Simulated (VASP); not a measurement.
Runs of VASP 6.6.1 on Y. The structure is that of space group P6_3/mmc (No. 194), or close to it. The cells are those of the table. 

```csv
cell,gap on the mesh (eV),pressure (GPa)
"a = 3.672, b = 3.672, c = 5.769 Å, angles 90.0, 90.0, 120.0°, 2 atoms",none,(a)
"a = 3.719, b = 3.719, c = 5.843 Å, angles 90.0, 90.0, 120.0°, 2 atoms",none,-2.3
"a = 3.598, b = 3.598, c = 5.653 Å, angles 90.0, 90.0, 120.0°, 2 atoms",none,(b)
"a = 3.623, b = 3.623, c = 5.692 Å, angles 90.0, 90.0, 120.0°, 2 atoms",none,0.6
"a = 3.647, b = 3.647, c = 5.731 Å, angles 90.0, 90.0, 120.0°, 2 atoms",none,-0.2
```

Alike in all rows: task single point; level PBE; potentials or basis VASP PAW PBE potentials, release 64 (Y_sv); no spin polarisation; k mesh 9 × 9 × 5; cutoff (eV) 520; smearing fermi-dirac 0.1 eV.

Q: Estimate the missing entries.

A: (a) -0.9; (b) 1.5.

A k mesh can miss the band edges, and the runs leave out spin-orbit coupling on Y.

A gap of «none» marks levels without a gap at the run's occupations.
